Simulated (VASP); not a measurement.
**Fe: single point with LDA**

The system is Fe.

```
Fe
1.0
    -1.38396    1.38396    1.38396
     1.38396   -1.38396    1.38396
     1.38396    1.38396   -1.38396
Fe
1
Cartesian
  0.0000 0.0000 0.0000
```

* Program: VASP 6.6.1
* Task: single point
* Functional: LDA
* Potentials or basis: VASP PAW LDA potentials, release 64 (Fe_sv)
* Cutoff: 690 eV
* k mesh: 22 × 22 × 22
* Occupations: gaussian, width 0.05 eV
* Spin: collinear spin, ferromagnetic start
* Starting moments: [2.18] μB

| Item | Value |
| --- | --- |
| Pressure | -7.0 GPa |
| Band gap on the k mesh | zero (filled and empty bands overlap) |
| Net moment | 1.97 μB per cell |
| Site moments | Fe +1.94 μB |
| Valence electrons inside the program's atomic spheres | Fe 13.80 |

Levels at points of the mesh, in eV from the Fermi level:
Spin up:
```
           k point  band 5  band 6  band 7  band 8  band 9  band 10  band 11  band 12  band 13  band 14
(0.00, 0.00, 0.00)   -9.01   -2.45   -2.45   -2.45   -0.94    -0.94    24.89    24.89    24.89    30.96
(0.50, 0.00, 0.00)   -5.37   -3.68   -0.90   -0.71    0.29     0.61     7.96    18.48    20.92    24.29
(0.50, 0.50, 0.50)   -5.26   -5.26    0.30    0.30    0.30    10.15    10.15    10.15    16.34    16.34
```
Spin down:
```
           k point  band 5  band 6  band 7  band 8  band 9  band 10
(0.00, 0.00, 0.00)   -8.65   -0.84   -0.84   -0.84    1.19     1.19
(0.50, 0.00, 0.00)   -4.25   -2.23    0.65    1.10    1.47     2.48
(0.50, 0.50, 0.50)   -3.81   -3.81    2.14    2.14    2.14    10.58
```

Wall time 67 s on 1 thread of Intel(R) Xeon(R) 6975P-C (Granite Rapids), on a shared host, peak memory 0.24 GiB.

Caveat: the cell stands under tension.
